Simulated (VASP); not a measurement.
Runs of VASP 6.6.1 on Fe. The structure is that of space group P6_3/mmc (No. 194), or close to it. The cells are those of the table. This isn't the form of Fe at room conditions, which is bcc.

```csv
cell,k mesh,gap on the mesh (eV),pressure (GPa)
"a = 2.561, b = 2.561, c = 4.039 Å, angles 90.0, 90.0, 120.0°, 2 atoms",16 × 16 × 9,none,-16.2
"a = 2.463, b = 2.463, c = 3.884 Å, angles 90.0, 90.0, 120.0°, 2 atoms",16 × 16 × 9,none,11.5
"a = 2.593, b = 2.593, c = 4.089 Å, angles 90.0, 90.0, 120.0°, 2 atoms",16 × 16 × 9,none,(b)
"a = 2.392, b = 2.392, c = 3.773 Å, angles 90.0, 90.0, 120.0°, 2 atoms",16 × 16 × 9,none,43.9
"a = 2.497, b = 2.497, c = 3.937 Å, angles 90.0, 90.0, 120.0°, 2 atoms",16 × 16 × 9,none,0.1
"a = 2.428, b = 2.428, c = 3.829 Å, angles 90.0, 90.0, 120.0°, 2 atoms",16 × 16 × 9,none,25.9
"a = 2.497, b = 2.497, c = 3.937 Å, angles 90.0, 90.0, 120.0°, 2 atoms",24 × 24 × 13,none,0.1
"a = 2.529, b = 2.529, c = 3.989 Å, angles 90.0, 90.0, 120.0°, 2 atoms",16 × 16 × 9,none,(a)
```

Alike in all rows: task single point; level BLYP; potentials or basis VASP PAW PBE potentials, release 64 (Fe); no spin polarisation; cutoff (eV) 520; smearing fermi-dirac 0.1 eV.

Fill in the values left out.

(a) -9.0; (b) -21.9.

Caveats: the PAW data sets were made with another functional, which shifts forces and pressure a little; the run has no spin polarisation, though such a crystal can be magnetic; the cell stands under tension (at least some runs); the cell stands under pressure (at least some runs).

A gap of «none» marks levels without a gap at the run's occupations.
